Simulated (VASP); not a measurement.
# P (a cell with a defect) in VASP: further runs, part 2 of 2

VASP 6.6.1.

## (3) Single point, PBE+D3(BJ)

Contents of INCAR:

```
ALGO = Normal
EDIFF = 1E-6
ENCUT = 520
GGA = PE
ISIF = 2
ISMEAR = 0
IVDW = 12
LASPH = T
LCHARG = T
LELF = T
LREAL = Auto
LVHAR = T
LWAVE = F
NBANDS = 62
NELM = 60
PREC = Accurate
SIGMA = 0.1
```

Contents of KPOINTS:

```
k-points
0
Gamma
  4 4 4
```

Contents of POSCAR:

```
P
1.0
    4.8145205310     -2.4072602655      4.8147372112
   -2.4072602655     -4.8145205310     -4.8147372112
    2.4072602655      4.8145205310     -4.8147372112
P
19
Direct
    0.2061223737      0.8042934273      0.4022079471
    0.1928416327      0.5451125015      0.1477292132
   -0.0026166676      0.7522708578      0.7451125126
    0.0020853582      0.4977919786      0.5039142912
    0.0043996904      0.2609725978      0.2434271746
    0.0020853582     -0.0018289549      0.0042933577
    0.8026166625      0.9477292496      0.3548874948
    0.7979146366      0.7018290024      0.0957065897
    0.5938776212      0.8957065762      0.6977919565
    0.6175455231      0.6565729047      0.4609727003
    0.5938776212      0.3960856427      0.1981710230
    0.3999999559      0.5943893805      0.7943893584
    0.3999999559      0.3500000299      0.5500000079
    0.3999999559      0.1056105756      0.3056105535
    0.2061224568      0.3039143548      0.9018290135
    0.1824545548      0.0434271967      0.6390274400
    0.7956002213      0.4390274621      0.8565728411
    0.7979145535      0.2022079774      0.5960856207
    0.6071582790      0.1548875584      0.9522708025
```

Potentials or basis: VASP PAW PBE potentials, release 64 (P).

Run with:

```sh
$ cat potpaw_PBE.64/P/POTCAR > POTCAR
$ mpirun -np 1 vasp_std > vasp.out
```

OUTCAR:

```text
EDIFF = 1E-6
   ENCUT = 520
   GGA = PE
   ISIF = 2
   ISMEAR = 0
   IVDW = 12
   LASPH = T
   LREAL = Auto
   NELM = 60
   PREC = Accurate
 IVDW          = 12

 ion  position               nearest neighbor table
   1  0.206  0.804  0.402-   9 2.36  14 2.38  16 2.41   2 2.41   8 2.46   4 2.46
   2  0.193  0.545  0.148-   5 2.28  17 2.36   1 2.41  15 2.41  10 2.53
   3  0.997  0.752  0.745-  10 2.28  16 2.36   6 2.41   4 2.41  17 2.53
   4  0.002  0.498  0.504-  18 2.36  12 2.38   5 2.41   3 2.41  11 2.46   1 2.46
   5  0.004  0.261  0.243-   2 2.28  19 2.36   4 2.41   6 2.41  13 2.43   7 2.53
   6  0.002  0.998  0.004-   8 2.36  14 2.38   5 2.41   3 2.41   9 2.46  15 2.46
   7  0.803  0.948  0.355-  16 2.28  10 2.36  18 2.41   8 2.41   5 2.53
   8  0.798  0.702  0.096-   6 2.36  12 2.38  17 2.41   7 2.41   1 2.46  11 2.46
   9  0.594  0.896  0.698-   1 2.36  12 2.38  10 2.41  19 2.41  18 2.46   6 2.46
  10  0.618  0.657  0.461-   3 2.28   7 2.36   9 2.41  11 2.41  13 2.43   2 2.53
  11  0.594  0.396  0.198-  15 2.36  14 2.38  10 2.41  19 2.41   4 2.46   8 2.46
  12  0.400  0.594  0.794-  13 2.35   9 2.38   4 2.38  15 2.38   8 2.38
  13  0.400  0.350  0.550-  12 2.35  14 2.35  16 2.43  17 2.43   5 2.43  10 2.43
  14  0.400  0.106  0.306-  13 2.35   1 2.38  11 2.38  18 2.38   6 2.38
  15  0.206  0.304  0.902-  11 2.36  12 2.38  16 2.41   2 2.41   6 2.46  18 2.46
  16  0.182  0.043  0.639-   7 2.28   3 2.36  15 2.41   1 2.41  13 2.43  19 2.53
  17  0.796  0.439  0.857-  19 2.28   2 2.36   8 2.41  18 2.41  13 2.43   3 2.53
  18  0.798  0.202  0.596-   4 2.36  14 2.38  17 2.41   7 2.41   9 2.46  15 2.46
  19  0.607  0.155  0.952-  17 2.28   5 2.36  11 2.41   9 2.41  16 2.53

  LATTYP: Found a body centered tetragonal cell.
 ALAT       =     7.6124253598
 C/A-ratio  =     1.2649679921

  Lattice vectors:

 A1 = (   2.4072602655,   4.8145205310,   4.8147372112)
 A2 = (  -2.4072602655,  -4.8145205310,   4.8147372112)
 A3 = (   4.8145205310,  -2.4072602655,  -4.8147372112)

Analysis of symmetry for initial positions (statically):
=====================================================================
 Subroutine PRICEL returns:
 Original cell was already a primitive cell.

 Routine SETGRP: Setting up the symmetry group for a
 body centered tetragonal supercell.

 Subroutine GETGRP returns: Found  8 space group operations
 (whereof  1 operations were pure point group operations)
 out of a pool of 16 trial point group operations.
[... 173 lines left out ...]
  energy-cutoff  :      520.00
  volume of cell :      279.01
 maximum number of plane-waves:      7526
 NGX is ok and might be reduce to    54
   NGX = 27   NGY = 27   NGZ = 27

 number of electron      95.0000001 magnetization

 Free energy of the ion-electron system (eV)
  ---------------------------------------------------
  ext. energy  EPLUGINS =         0.00000000
  ---------------------------------------------------
  free energy    TOTEN  =       -99.25722862 eV

  energy without entropy =      -99.23384743  energy(sigma->0) =      -99.24553802

 E-fermi :   9.4970     XC(G=0): -11.1758

 val. band max:        9.4923155997   @ k =   0.2500   0.2500  -0.0000
 cond. band min:       9.5485858085   @ k =   0.2500   0.2500   0.2500
 fundamental gap:      0.0562702089
 Fermi energy:         9.4970031848

 k-point     1 :       0.0000    0.0000    0.0000
  band No.  band energies     occupation
      1      -7.2322      2.00000
      2      -4.1230      2.00000
      3      -3.7191      2.00000
      4      -3.7191      2.00000
      5      -3.4894      2.00000
      6      -3.4558      2.00000
[... 857 lines left out ...]
     58      13.3114      0.00000
     59      13.3596      0.00000
 [bands above 59 left out]

------------------------ aborting loop because EDIFF is reached ----------------------------------------

 Edisp (eV)   -9.12033

 E8    (eV) :    -3.4443

  FORCE on cell =-STRESS in cart. coord.  units (eV):
  Direction    XX          YY          ZZ          XY          YZ          ZX
  --------------------------------------------------------------------------------------
  -------------------------------------------------------------------------------------
  Total      -1.65104    -1.65104     1.78164    -0.00000     0.00000     0.00000
  in kB      -9.48089    -9.48089    10.23083    -0.00000     0.00000     0.00000
  external pressure =       -2.91 kB  Pullay stress =        0.00 kB

 VOLUME and BASIS-vectors are now :
 -----------------------------------------------------------------------------
  energy-cutoff  :      520.00
  volume of cell :      279.01
      direct lattice vectors                 reciprocal lattice vectors
     4.814520531 -2.407260266  4.814737211     0.166164002 -0.083082001  0.000000000
    -2.407260266 -4.814520531 -4.814737211     0.041541001 -0.124623002 -0.103847828
     2.407260266  4.814520531 -4.814737211     0.124623002  0.041541001 -0.103847828

 POSITION                                       TOTAL-FORCE (eV/Angst)
 -----------------------------------------------------------------------------------
      0.02446     -2.43204     -4.81656         0.008045     -0.004580     -0.001408
     -0.02817     -2.37743     -2.40737        -0.005955      0.024242     -0.000000
      4.78469     -2.43543     -2.40737        -0.024242     -0.005955     -0.000000
      0.02478      0.02446     -4.81291         0.004580      0.008045      0.001408
     -0.02105     -0.09506     -2.40737        -0.005220     -0.021608     -0.000000
     -2.38248     -4.79006     -4.81656         0.004580      0.008045     -0.001408
[... 11 lines left out ...]
      4.78974     -0.02446     -0.00183        -0.004580     -0.008045     -0.001408
      4.84268      2.37743     -2.40737         0.005955     -0.024242      0.000000
 -----------------------------------------------------------------------------------
    total drift:                               -0.000093     -0.001189      0.000546

  FREE ENERGIE OF THE ION-ELECTRON SYSTEM (eV)
  ---------------------------------------------------
  free  energy   TOTEN  =      -108.3775540780 eV

  energy  without entropy=     -108.3541728816  energy(sigma->0) =     -108.36586348
```

OSZICAR:

```text
N       E                     dE             d eps       ncg     rms          rms(c)
DAV:   1     0.356304225604E+03    0.35630E+03   -0.41148E+04  1736   0.135E+03
DAV:   2    -0.666570485981E+02   -0.42296E+03   -0.40162E+03  2062   0.216E+02
DAV:   3    -0.984310615514E+02   -0.31774E+02   -0.30371E+02  2168   0.534E+01
DAV:   4    -0.993646418823E+02   -0.93358E+00   -0.91889E+00  2200   0.984E+00
DAV:   5    -0.993918573527E+02   -0.27215E-01   -0.27111E-01  2160   0.155E+00    0.218E+01
DAV:   6    -0.992699425356E+02    0.12191E+00   -0.20264E-01  2088   0.147E+00    0.131E+01
DAV:   7    -0.992585687939E+02    0.11374E-01   -0.21576E-01  2048   0.153E+00    0.516E-01
DAV:   8    -0.992565324286E+02    0.20364E-02   -0.30857E-02  1992   0.607E-01    0.466E-01
DAV:   9    -0.992568385367E+02   -0.30611E-03   -0.28396E-03  2208   0.168E-01    0.292E-01
DAV:  10    -0.992571417313E+02   -0.30319E-03   -0.36493E-04  2000   0.727E-02    0.802E-02
DAV:  11    -0.992572271949E+02   -0.85464E-04   -0.13687E-04  1968   0.442E-02    0.250E-02
DAV:  12    -0.992572281152E+02   -0.92027E-06   -0.13499E-05  2112   0.131E-02    0.219E-02
DAV:  13    -0.992572286224E+02   -0.50728E-06   -0.34902E-06  1704   0.723E-03
   1 F= -.10837755E+03 E0= -.10836586E+03  d E =-.233812E-01
```

It took 3.3 min on 1 thread of Intel Xeon 6975P-C (Granite Rapids), shared host; peak memory 0.43 GiB.

What came out:

```
Free energy                : -108.3776 eV
Pressure                   : -0.3 GPa
Largest force              : 0.025 eV/Å
Band gap on the k mesh     : zero (an odd number of electrons rules out a gap without spin polarisation)
Dispersion energy per atom : -0.480 eV
```

Forces in eV/Å, atoms in the order of the input:
```
P    0.008 -0.005 -0.001
P   -0.006  0.024  0.000
P   -0.024 -0.006  0.000
P    0.005  0.008  0.001
P   -0.005 -0.022  0.000
P    0.005  0.008 -0.001
P    0.024  0.006  0.000
P   -0.005 -0.008  0.001
P   -0.008  0.005  0.001
P    0.022 -0.005  0.000
P   -0.008  0.005 -0.001
P    0.000  0.000  0.012
P    0.000  0.000  0.000
P    0.000  0.000 -0.012
P    0.008 -0.005  0.001
P   -0.022  0.005  0.000
P    0.005  0.022  0.000
P   -0.005 -0.008 -0.001
P    0.006 -0.024  0.000
```

## (4) Single point, PBE+D3(BJ)

Changes to INCAR since step 3:

```diff
@@ -8,6 +8,4 @@
 LASPH = T
-LCHARG = T
-LELF = T
+LCHARG = F
 LREAL = Auto
-LVHAR = T
 LWAVE = F
```

KPOINTS is that of step 3.

Contents of POSCAR:

```
P
1.0
    4.8145205310     -2.4072602655      4.8147372112
   -2.4072602655     -4.8145205310     -4.8147372112
    2.4072602655      4.8145205310     -4.8147372112
P
19
Direct
    0.2020853362      0.7977919455      0.4039143023
    0.2043997515      0.5609726893      0.1434271441
   -0.0043997735      0.7390273376      0.7565729269
   -0.0020853582      0.5022079776      0.4960856649
    0.0026166676      0.2477292022      0.2548875474
   -0.0020853582      0.0018289549     -0.0042933577
    0.8175455011      0.9565728716      0.3609727114
    0.7938775991      0.6960856096      0.0981710340
    0.5999999338      0.8943893474      0.6943893694
    0.5999999338      0.6499999968      0.4500000189
    0.5999999338      0.4056105425      0.2056105645
    0.4061224347      0.6039143217      0.8018290245
    0.3824545327      0.3434271636      0.5390274511
    0.4061224347      0.1042933882      0.3022080910
    0.2020854193      0.2981709621      0.9042934578
    0.1973832272      0.0522707772      0.6451125320
    0.8071582570      0.4548875253      0.8522708136
    0.7938775991      0.1957066202      0.5977919343
    0.3928417768     -0.1548873798      1.0477292386
```

Run with:

```sh
$ cat potpaw_PBE.64/P/POTCAR > POTCAR
$ mpirun -np 1 vasp_std > vasp.out
```

Wall time 3.3 min (1 thread of Intel Xeon 6975P-C (Granite Rapids), shared host); peak memory 0.43 GiB.

Results (log left out):

```
Free energy                : -108.3776 eV
Pressure                   : -0.3 GPa
Largest force              : 0.025 eV/Å
Band gap on the k mesh     : zero (an odd number of electrons rules out a gap without spin polarisation)
Dispersion energy per atom : -0.480 eV
```

Forces on the atoms (eV/Å):
```
P    0.005  0.008  0.001
P   -0.005 -0.022  0.000
P    0.005  0.022  0.000
P   -0.005 -0.008 -0.001
P    0.024  0.006  0.000
P   -0.005 -0.008  0.001
P    0.022 -0.005  0.000
P   -0.008  0.005 -0.001
P    0.000  0.000  0.012
P    0.000  0.000  0.000
P    0.000  0.000 -0.012
P    0.008 -0.005  0.001
P   -0.022  0.005  0.000
P    0.008 -0.005 -0.001
P    0.005  0.008 -0.001
P   -0.024 -0.006  0.000
P    0.006 -0.024  0.000
P   -0.008  0.005  0.001
P   -0.006  0.024  0.000
```

Stress tensor (GPa, compression positive):
```
-0.95  0.00  0.00
 0.00 -0.95  0.00
 0.00  0.00  1.02
```

Levels at points of the mesh, in eV from the Fermi level:
```
           k point  band 45  band 46  band 47  band 48  band 49  band 50  band 51  band 52
(0.00, 0.00, 0.00)    -1.09    -1.09    -0.58    -0.58    -0.46    -0.36    -0.36     1.60
(0.50, 0.00, 0.00)    -0.89    -0.88    -0.16     0.19     0.23     0.25     0.92     1.00
(0.00, 0.50, 0.00)    -0.99    -0.69    -0.07     0.20     0.41     0.86     0.96     1.12
(0.50, 0.50, 0.50)    -0.17    -0.17     0.45     0.46     0.46     0.53     0.71     1.25
```

The gap in the log of VASP goes by the Fermi energy; the results here count the filled bands.